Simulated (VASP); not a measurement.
# Zr (P6_3/mmc) in VASP: further runs

The runs below take Zr through single point, with r2SCAN.

Program: VASP 6.6.1. These are calculated values, not measurements. Logs are shortened: lines on timing, memory, paths and dates and some standing lists are left out, and cuts for length are marked.

## (1) The cell of the first run

It takes space group P6_3/mmc (No. 194, hexagonal). The conventional cell has a = 3.313 Å, b = 3.313 Å, c = 5.241 Å, α = 90.00°, β = 90.00°, γ = 120.00°. Zr (site symmetry -6m2) has 12 Zr at 3.24 to 3.31 Å within 4.3 Å.

## (2) Single point, r2SCAN (volume scaled by 1.06, then relaxed in part)

POSCAR

```
Zr
1.0
    3.3130002541      0.0000000000      0.0000000000
   -1.6565001270      2.8691423828      0.0000000000
    0.0000000000      0.0000000000      5.2413166393
Zr
2
Direct
    0.3333333333      0.6666666667      0.2500000000
    0.6666666667      0.3333333333      0.7500000000
```

INCAR.step1

```
PREC = Accurate
ENCUT = 550
ISMEAR = 0
SIGMA = 0.1
LREAL = False
LASPH = True
NELM = 120
NBANDS = 19
GGA = PE
ALGO = Normal
EDIFF = 1E-5
LWAVE = True
LCHARG = False
GGA_COMPAT = False
```

INCAR.step2

```
PREC = Accurate
ENCUT = 550
EDIFF = 1E-6
ISMEAR = 0
SIGMA = 0.1
LREAL = False
LASPH = True
NELM = 120
ALGO = Normal
ISIF = 2
LWAVE = False
LCHARG = False
METAGGA = R2SCAN
LMIXTAU = True
NBANDS = 19
ISTART = 1
GGA_COMPAT = False
```

KPOINTS

```
regular mesh
0
Gamma
  15 15 8
```

Potentials or basis: VASP PAW PBE potentials, release 64 (Zr_sv).

Launch:

```bash
$ cat potpaw_PBE.64/Zr_sv/POTCAR > POTCAR
$ cp INCAR.step1 INCAR
$ mpirun -np 1 vasp_std > vasp.out
$ cp INCAR.step2 INCAR
$ mpirun -np 1 vasp_std > vasp.out
```

OUTCAR:

```text
PREC = Accurate
   ENCUT = 550
   EDIFF = 1E-6
   ISMEAR = 0
   LREAL = False
   LASPH = True
   NELM = 120
   ISIF = 2
   METAGGA = R2SCAN
   ISTART = 1

 ion  position               nearest neighbor table
   1  0.333  0.667  0.250-   2 3.24   2 3.24   2 3.24   2 3.24   2 3.24   2 3.24
   2  0.667  0.333  0.750-   1 3.24   1 3.24   1 3.24   1 3.24   1 3.24   1 3.24

  LATTYP: Found a hexagonal cell.
 ALAT       =     3.3130002541
 C/A-ratio  =     1.5820453478

  Lattice vectors:

 A1 = (   3.3130002541,   0.0000000000,   0.0000000000)
 A2 = (  -1.6565001270,   2.8691423828,   0.0000000000)
 A3 = (   0.0000000000,   0.0000000000,   5.2413166393)

Analysis of symmetry for initial positions (statically):
=====================================================================
 Subroutine PRICEL returns:
 Original cell was already a primitive cell.

 Routine SETGRP: Setting up the symmetry group for a
 hexagonal supercell.

 Subroutine GETGRP returns: Found 24 space group operations
 (whereof 12 operations were pure point group operations)
 out of a pool of 24 trial point group operations.

The static configuration has the point symmetry D_3d.
 The point group associated with its full space group is D_6h.

Analysis of symmetry for dynamics (positions and initial velocities):
=====================================================================
 Subroutine PRICEL returns:
 Original cell was already a primitive cell.

 Routine SETGRP: Setting up the symmetry group for a
 hexagonal supercell.

 Subroutine GETGRP returns: Found 24 space group operations
 (whereof 12 operations were pure point group operations)
 out of a pool of 24 trial point group operations.

The dynamic configuration has the point symmetry D_3d.
 The point group associated with its full space group is D_6h.

 Subroutine INISYM returns: Found 24 space group operations
 (whereof 12 operations are pure point group operations),
 and found     1 'primitive' translations

----------------------------------------------------------------------------------------

                                     Primitive cell

  volume of cell :      49.8212

  direct lattice vectors                    reciprocal lattice vectors
     3.313000254  0.000000000  0.000000000     0.301841208  0.174268103  0.000000000
    -1.656500127  2.869142383  0.000000000     0.000000000  0.348536206  0.000000000
     0.000000000  0.000000000  5.241316639     0.000000000  0.000000000  0.190791755

  length of vectors
     3.313000254  3.313000254  5.241316639     0.348536206  0.348536206  0.190791755

  position of ions in fractional coordinates (direct lattice)
     0.333333333  0.666666667  0.250000000
     0.666666667  0.333333333  0.750000000

  ion indices of the primitive-cell ions
   primitive index   ion index
                 1           1
                 2           2

----------------------------------------------------------------------------------------

 KPOINTS: regular mesh

Automatic generation of k-mesh.
 Grid dimensions read from file:
 generate k-points for:   15   15    8

 Generating k-lattice:

  Cartesian coordinates                     Fractional coordinates (reciprocal lattice)
     0.020122747  0.011617874  0.000000000     0.066666667 -0.000000000  0.000000000
     0.000000000  0.023235747  0.000000000     0.000000000  0.066666667  0.000000000
     0.000000000  0.000000000  0.023848969     0.000000000  0.000000000  0.125000000

  Length of vectors
     0.023235747  0.023235747  0.023848969

  Shift w.r.t. Gamma in fractional coordinates (k-lattice)
     0.000000000  0.000000000  0.000000000

 Subroutine IBZKPT returns following result:
 ===========================================

 Found    135 irreducible k-points:

 Following reciprocal coordinates:
            Coordinates               Weight
  0.000000  0.000000  0.000000      1.000000
  0.066667  0.000000  0.000000      6.000000
  0.133333  0.000000  0.000000      6.000000
  0.200000  0.000000  0.000000      6.000000
  0.266667  0.000000  0.000000      6.000000
  0.333333 -0.000000  0.000000      6.000000
[... 16 lines left out ...]
  0.333333  0.200000  0.000000     12.000000
  0.400000  0.200000  0.000000      6.000000
 [... further k-points ...]
   k-points           NKPTS =    135   k-points in BZ     NKDIM =    135   number of bands    NBANDS=     19
   number of dos      NEDOS =    301   number of ions     NIONS =      2
   total plane-waves  NPLWV =  31360
   dimension x,y,z NGX =    28 NGY =   28 NGZ =   40
   dimension x,y,z NGXF=    56 NGYF=   56 NGZF=   80
   ions per type =               2
   NGX,Y,Z   is equivalent  to a cutoff of  14.05, 14.05, 12.69 a.u.
   NGXF,Y,Z  is equivalent  to a cutoff of  28.10, 28.10, 25.37 a.u.
 SYSTEM =  unknown system
   PREC   = accura    normal or accurate (medium, high low for compatibility)
   ISTART =      1    job   : 0-new  1-cont  2-samecut
   ICHARG =      0    charge: 1-file 2-atom 10-const
   ISPIN  =      1    spin polarized calculation?
   LNONCOLLINEAR =      F non collinear calculations
   LSORBIT =      F    spin-orbit coupling
   LASPH  =      T    aspherical Exc in radial PAW
   ENCUT  =  550.0 eV  40.42 Ry    6.36 a.u.   6.34  6.34 10.02*2*pi/ulx,y,z
   NELM   =    120;   NELMIN=  2; NELMDL=  0     # of ELM steps
   EDIFF  = 0.1E-05   stopping-criterion for ELM
   LREAL  =      F    real-space projection
   EDIFFG = 0.1E-04   stopping-criterion for IOM
   NSW    =      0    number of steps for IOM
   IBRION =     -1    ionic relax: 0-MD 1-quasi-New 2-CG
   NFREE  =      0    steps in history (QN), initial steepest desc. (CG)
   ISIF   =      2    stress and relaxation
   ISYM   =      2    0-nonsym 1-usesym 2-fastsym
   POTIM  = 0.5000    time-step for ionic-motion
   TEBEG  =    0.0;   TEEND  =   0.0 temperature during run
   PSTRESS=    0.0 pullay stress
   NELECT =      24.0000    total number of electrons
   NUPDOWN=      -1.0000    fix difference up-down
   EMIN   =  10.00;   EMAX   =-10.00  energy-range for DOS
   EFERMI =   0.00;   METHOD = LEGACY
   ISMEAR =     0;   SIGMA  =   0.10  broadening in eV -4-tet -1-fermi 0-gaus
   EFERMI_NEDOS =   21; number of points for ismear=-14 and -15
   IALGO  =     38    algorithm
   IMIX   =      4    mixing-type and parameters
     AMIX     =   0.40;   BMIX     =  1.00
     AMIX_MAG =   1.60;   BMIX_MAG =  1.00
  volume/ion in A,a.u.               =      24.91       168.10
  Fermi-wavevector in a.u.,A,eV,Ry     =   1.283337  2.425155 22.408155  1.646953
  Thomas-Fermi vector in A             =   2.415595
   LORBIT       =      0    0 simple, 1 ext, 2 COOP (PROOUT), +10 PAW based schemes
   METAGGA = R2SCAN    functional components
   LHFCALC =     F    Hartree Fock is set to
   AEXX    =    0.0000 exact exchange contribution
   IVDW    =     0    specifies the selected vdW correction
   LEPSILON=     F    determine dielectric tensor
   LRPA    =     F    only Hartree local field effects (RPA)
 non-spin polarized calculation
 Gauss-broadening in eV      SIGMA  =   0.10
  energy-cutoff  :      550.00
  volume of cell :       49.82
 maximum number of plane-waves:      1496
 NGX is ok and might be reduce to    28
   NGX = 13   NGY = 13   NGZ = 21

 number of electron      24.0000001 magnetization

 Free energy of the ion-electron system (eV)
  ---------------------------------------------------
  ext. energy  EPLUGINS =         0.00000000
  ---------------------------------------------------
  free energy    TOTEN  =       -45.45827235 eV

  energy without entropy =      -45.45048170  energy(sigma->0) =      -45.45437703

 E-fermi :   8.3162     XC(G=0): -11.6165

 val. band max:        8.3041261016   @ k =   0.3333   0.2667   0.3750
 cond. band min:       8.3500657158   @ k =   0.0667   0.0667   0.1250
 fundamental gap:      0.0459396142
 Fermi energy:         8.3162462497

 k-point     1 :       0.0000    0.0000    0.0000
  band No.  band energies     occupation
      1     -42.4031      2.00000
      2     -42.2743      2.00000
      3     -20.1516      2.00000
      4     -19.4043      2.00000
      5     -19.4043      2.00000
      6     -19.2888      2.00000
[... 11 lines left out ...]
     18      10.5163      0.00000
     19      12.6961      0.00000

 k-point     2 :       0.0667    0.0000    0.0000
  band No.  band energies     occupation
      1     -42.3990      2.00000
      2     -42.2727      2.00000
      3     -20.1400      2.00000
      4     -19.4290      2.00000
      5     -19.4126      2.00000
      6     -19.3076      2.00000
[... 11 lines left out ...]
     18      10.4091      0.00000
     19      12.7745      0.00000

 k-point     3 :       0.1333    0.0000    0.0000
  band No.  band energies     occupation
      1     -42.3873      2.00000
      2     -42.2683      2.00000
      3     -20.1060      2.00000
      4     -19.4991      2.00000
      5     -19.4355      2.00000
      6     -19.3794      2.00000
[... 11 lines left out ...]
     18      10.3514      0.00000
     19      12.9555      0.00000

 k-point     4 :       0.2000    0.0000    0.0000
  band No.  band energies     occupation
      1     -42.3696      2.00000
      2     -42.2623      2.00000
      3     -20.0528      2.00000
      4     -19.6026      2.00000
      5     -19.4821      2.00000
      6     -19.4680      2.00000
[... 11 lines left out ...]
     18      10.8302      0.00000
     19      13.1515      0.00000

 k-point     5 :       0.2667    0.0000    0.0000
  band No.  band energies     occupation
      1     -42.3482      2.00000
      2     -42.2562      2.00000
      3     -19.9853      2.00000
      4     -19.7217      2.00000
      5     -19.5958      2.00000
      6     -19.5040      2.00000
[... 11 lines left out ...]
     18      11.4492      0.00000
     19      13.3126      0.00000

 k-point     6 :       0.3333   -0.0000    0.0000
  band No.  band energies     occupation
      1     -42.3262      2.00000
      2     -42.2520      2.00000
      3     -19.9105      2.00000
      4     -19.8355      2.00000
      5     -19.7010      2.00000
      6     -19.5373      2.00000
[... 11 lines left out ...]
     18      12.1444      0.00000
     19      13.4245      0.00000

 k-point     7 :       0.4000   -0.0000    0.0000
  band No.  band energies     occupation
      1     -42.3071      2.00000
      2     -42.2505      2.00000
      3     -19.9240      2.00000
      4     -19.8392      2.00000
      5     -19.7810      2.00000
      6     -19.5628      2.00000
[... 11 lines left out ...]
     18      12.8258      0.00000
     19      13.4911      0.00000

 k-point     8 :       0.4667   -0.0000    0.0000
  band No.  band energies     occupation
      1     -42.2951      2.00000
      2     -42.2511      2.00000
      3     -19.9723      2.00000
      4     -19.8241      2.00000
      5     -19.7901      2.00000
      6     -19.5766      2.00000
[... 256 lines left out ...]
 k-point    20 :       0.4000    0.1333    0.0000
  band No.  band energies     occupation
      1     -42.2889      2.00000
      2     -42.2520      2.00000
      3     -19.9445      2.00000
      4     -19.8009      2.00000
      5     -19.7638      2.00000
      6     -19.6265      2.00000
[... 11 lines left out ...]
     18      13.2990      0.00000
     19      14.2193      0.00000

 k-point    21 :       0.2000    0.2000    0.0000
  band No.  band energies     occupation
      1     -42.3206      2.00000
      2     -42.2512      2.00000
      3     -19.8910      2.00000
      4     -19.7725      2.00000
      5     -19.7557      2.00000
      6     -19.5415      2.00000
[... 11 lines left out ...]
     18      12.8086      0.00000
     19      13.1757      0.00000

 k-point    22 :       0.2667    0.2000    0.0000
  band No.  band energies     occupation
      1     -42.3020      2.00000
      2     -42.2504      2.00000
      3     -19.8488      2.00000
      4     -19.8201      2.00000
      5     -19.7807      2.00000
      6     -19.5989      2.00000
[... 11 lines left out ...]
     18      13.1603      0.00000
     19      13.5998      0.00000

 k-point    23 :       0.3333    0.2000    0.0000
  band No.  band energies     occupation
      1     -42.2869      2.00000
      2     -42.2523      2.00000
      3     -19.9004      2.00000
      4     -19.7819      2.00000
      5     -19.7556      2.00000
      6     -19.6547      2.00000
[... 11 lines left out ...]
     18      13.1478      0.00000
     19      14.2383      0.00000

 k-point    24 :       0.4000    0.2000    0.0000
  band No.  band energies     occupation
      1     -42.2803      2.00000
      2     -42.2542      2.00000
      3     -19.9184      2.00000
      4     -19.7757      2.00000
      5     -19.7242      2.00000
      6     -19.6815      2.00000
[... 11 lines left out ...]
     18      13.1429      0.00000
     19      14.4547      0.00000

 [... further k-points ...]
[... 5 lines left out ...]
  --------------------------------------------------------------------------------------
  -------------------------------------------------------------------------------------
  Total       -1.5715135     -1.5715135     -1.5732435     -0.0000000     -0.0000000      0.0000000
  in kB      -50.5376126    -50.5376126    -50.5932478     -0.0000000     -0.0000000      0.0000000
  external PRESSURE =     -50.5561576 kB  Pullay stress =       0.0000000 kB

 VOLUME and BASIS-vectors are now :
 -----------------------------------------------------------------------------
  energy-cutoff  :      550.00
  volume of cell :       49.82
      direct lattice vectors                 reciprocal lattice vectors
     3.313000254  0.000000000  0.000000000     0.301841208  0.174268103  0.000000000
    -1.656500127  2.869142383  0.000000000     0.000000000  0.348536206  0.000000000
     0.000000000  0.000000000  5.241316639     0.000000000  0.000000000  0.190791755

 POSITION                                       TOTAL-FORCE (eV/Angst)
 -----------------------------------------------------------------------------------
     -0.00000      1.91276      1.31033         0.000000      0.000000      0.000000
      1.65650      0.95638      3.93099         0.000000      0.000000      0.000000
 -----------------------------------------------------------------------------------
    total drift:                                0.000000     -0.000000      0.000000

  FREE ENERGIE OF THE ION-ELECTRON SYSTEM (eV)
  ---------------------------------------------------
  free  energy   TOTEN  =       -45.4582723521 eV

  energy  without entropy=      -45.4504816992  energy(sigma->0) =      -45.45437703
```

Run time: 7.2 min. Hardware: 1 thread of Intel Xeon 6975P-C, shared host; peak memory 0.26 GiB.

Results:

* Free energy: -45.4583 eV
* Pressure: -5.1 GPa
* Band gap on the k mesh: zero (band 12 reaches 9.26 eV, above the bottom of band 13 at 8.02 eV)

Levels at points of the mesh, in eV from the Fermi level:
| k point | band 8 | band 9 | band 10 | band 11 | band 12 | band 13 | band 14 | band 15 | band 16 | band 17 |
| --- | --- | --- | --- | --- | --- | --- | --- | --- | --- | --- |
| (0.00, 0.00, 0.00) | -27.60 | -5.90 | -3.02 | 0.82 | 0.94 | 0.94 | 1.14 | 1.63 | 1.63 | 2.20 |
| (0.00, 0.00, 0.50) | -27.66 | -4.17 | -4.17 | 0.05 | 0.05 | 0.85 | 0.85 | 0.85 | 0.85 | 3.94 |

Caveat: the PAW data sets were made with another functional, which shifts forces and pressure a little.

## (3) Single point, r2SCAN (volume scaled by 1.09, then relaxed in part)

POSCAR

```
Zr
1.0
    3.3439646680      0.0000000000      0.0000000000
   -1.6719823340      2.8959583519      0.0000000000
    0.0000000000      0.0000000000      5.2903037463
Zr
2
Direct
    0.3333333333      0.6666666667      0.2500000000
    0.6666666667      0.3333333333      0.7500000000
```

INCAR.step1

```
ALGO = Normal
EDIFF = 1E-5
ENCUT = 550
GGA = PE
GGA_COMPAT = F
ISMEAR = 0
LASPH = T
LCHARG = F
LREAL = F
LWAVE = T
NBANDS = 19
NELM = 120
PREC = Accurate
SIGMA = 0.1
```

INCAR.step2

```
ALGO = Normal
EDIFF = 1E-6
ENCUT = 550
GGA_COMPAT = F
ISIF = 2
ISMEAR = 0
ISTART = 1
LASPH = T
LCHARG = F
LMIXTAU = T
LREAL = F
LWAVE = F
METAGGA = R2SCAN
NBANDS = 19
NELM = 120
PREC = Accurate
SIGMA = 0.1
```

KPOINTS

```
k-points
0
Gamma
  15 15 8
```

Potentials or basis: VASP PAW PBE potentials, release 64 (Zr_sv).

Launch:

```bash
$ cat potpaw_PBE.64/Zr_sv/POTCAR > POTCAR
$ cp INCAR.step1 INCAR
$ mpirun -np 1 vasp_std > vasp.out
$ cp INCAR.step2 INCAR
$ mpirun -np 1 vasp_std > vasp.out
```

Run time: 6.1 min. Hardware: 1 thread of Intel Xeon 6975P-C, shared host; peak memory 0.26 GiB.

Results (log left out):

| Quantity | Value |
| --- | --- |
| Free energy | -45.4047 eV |
| Pressure | -7.2 GPa |
| Band gap on the k mesh | zero (band 12 reaches 8.96 eV, above the bottom of band 13 at 7.73 eV) |

Levels at points of the mesh, in eV from the Fermi level:
```tsv
k point	band 10	band 11	band 12	band 13	band 14	band 15
(0.00, 0.00, 0.00)	-2.95	0.73	0.93	0.93	1.13	1.60
(0.00, 0.00, 0.50)	-4.15	0.06	0.06	0.84	0.84	0.84
```

Caveat: the PAW data sets were made with another functional, which shifts forces and pressure a little.
